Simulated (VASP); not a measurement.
Ge4F: single point with PBE+D3(BJ)

System: Ge4F, a slab with vacuum.

```
Ge F
1.0
     4.03036    0.00000    0.00000
     0.00000    4.03036    0.00000
     0.00000    0.00000   21.64166
Ge F
4 1
Direct
  0.00000 0.50000 0.18483
  0.00000 0.00000 0.25067
  0.50000 0.00000 0.31966
  0.50000 0.50000 0.38544
  0.62500 0.62500 0.53793
```

```
Program                : VASP 6.6.1
Task                   : single point
Functional             : PBE
Dispersion             : D3(BJ)
Potentials or basis    : VASP PAW PBE potentials, release 64 (Ge_d, F)
Cutoff                 : 520 eV
k mesh                 : 7 × 7 × 1
Occupations            : gaussian, width 0.1 eV
Spin                   : no spin polarisation
Dipole correction      : yes
Further INCAR settings : ALGO = Normal; EDIFF = 1e-07; NBANDS = 40
```

```yaml
Largest_force: 0.883 eV/Å
Band_gap_on_the_k_mesh: zero (an odd number of electrons rules out a gap without spin polarisation)
Dispersion_energy_per_atom: -0.176 eV
```

Forces on the atoms (eV/Å):
```
Ge   0.003  0.011 -0.102
Ge   0.005  0.009  0.118
Ge   0.041 -0.035  0.077
Ge   0.017  0.103  0.782
F   -0.066 -0.089 -0.876
```

Levels at points of the mesh, in eV from the Fermi level:
```tsv
k point	band 29	band 30	band 31	band 32	band 33	band 34	band 35	band 36
(0.00, 0.00, 0.00)	-0.36	-0.05	-0.04	0.82	1.28	1.89	2.04	2.40
```

Run time: 6.2 min on 1 thread of Intel(R) Xeon(R) 6975P-C (Granite Rapids) (shared host), peak memory 0.53 GiB.

Caveat: an odd number of electrons without spin polarisation forces a metal; a magnetic or distorted state may lie lower.
